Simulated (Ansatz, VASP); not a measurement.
## One calculation of ZnS, two programs

Contents of INCAR:

```
SYSTEM = ZnS
PREC     = Accurate       ! precision mode
ENCUT    = 520            ! plane-wave cutoff, eV
EDIFF    = 1E-7           ! SCF threshold, eV
ISMEAR   = 0              ! smearing method
SIGMA    = 0.01           ! smearing width, eV
LREAL    = .FALSE.        ! projectors in reciprocal space
LASPH    = .TRUE.         ! aspherical terms in the spheres
NELM     = 60             ! most SCF steps
ALGO     = Normal         ! electronic algorithm
ISIF     = 2              ! what is computed and relaxed
LWAVE    = .FALSE.        ! write WAVECAR
LCHARG   = .FALSE.        ! write CHGCAR
GGA      = CA             ! functional
IBRION   = 2              ! ionic algorithm
NSW      = 50             ! ionic steps
EDIFFG   = -0.002         ! ionic threshold
```

Contents of KPOINTS:

```
regular mesh
0
G
  6 6 4
  0 0 0
```

Contents of POSCAR:

```
ZnS
1.0
    3.7382324459     -0.0093455811     -0.0093455811
   -1.8772097336      3.2420770540     -0.0034207201
   -0.0153574944     -0.0153574944      6.1429977760
Zn S
2 2
Direct
    0.3333333333      0.6666666667      0.0055913282
    0.6666666667      0.3333333333      0.5055913282
    0.3333333333      0.6666666667      0.3794086718
    0.6666666667      0.3333333333      0.8794086718
```

Input for Ansatz:

```yaml
crystal:
  lattice:
    - [3.73823244592, -0.00934558111, -0.00934558111]
    - [-1.87720973362, 3.24207705397, -0.0034207201]
    - [-0.01535749444, -0.01535749444, 6.14299777599]
  atoms:
    - { symbol: Zn, position: [0.333333333333, 0.666666666667, 0.005591328248] }
    - { symbol: Zn, position: [0.666666666667, 0.333333333333, 0.505591328248] }
    - { symbol: S, position: [0.333333333333, 0.666666666667, 0.379408671752] }
    - { symbol: S, position: [0.666666666667, 0.333333333333, 0.879408671752] }
kpoints:
  mp_grid: { grid: [6, 6, 4] }
scf:
  occupations: { method: fixed }
  convergence: { dr2_threshold: 1.0e-10 }
hamiltonian:
  xc: lda
  pseudopotentials: { kind: all_electron, lapw: { basis_error: 0.0005 } }
output:
  forces: true
  stress: true
  eigenstates:
    kpoints:
      - [0.0, 0.0, 0.0]
      - [0.0, 0.0, -0.5]
      - [-0.5, 0.0, 0.0]
      - [-0.5, 0.5, 0.0]
      - [0.0, -0.5, 0.0]
      - [-0.5, 0.0, -0.5]
      - [-0.5, 0.5, -0.5]
      - [0.0, -0.5, -0.5]
relax:
  f_tol: 0.002
  max_steps: 30
```

Change from the starting cell: equal xy, yz and zx engineering shears of -0.5 %.

Alike in both runs: task relaxation of the atoms; functional LDA; k mesh 6 × 6 × 4; no spin polarisation.

```csv
,VASP,Ansatz
version,VASP 6.6.1,Ansatz 0.2.0
potentials or method,"VASP PAW LDA potentials, release 64 (Zn, S), cutoff 520 eV","all-electron LAPW, scalar-relativistic"
occupations,"gaussian, width 0.01 eV",fixed
```

VASP gave:

```
gap on the k mesh at the Fermi level, each at its own relaxed structure (eV) : 2.21
```

Q: What did Ansatz give for the same quantities?

A: gap on the k mesh at the Fermi level, each at its own relaxed structure (eV): 2.18.

LDA's correlation is that of Perdew and Zunger in VASP and of Perdew and Wang (1992) in Ansatz. Ansatz ran all-electron here, and VASP with PAW potentials.
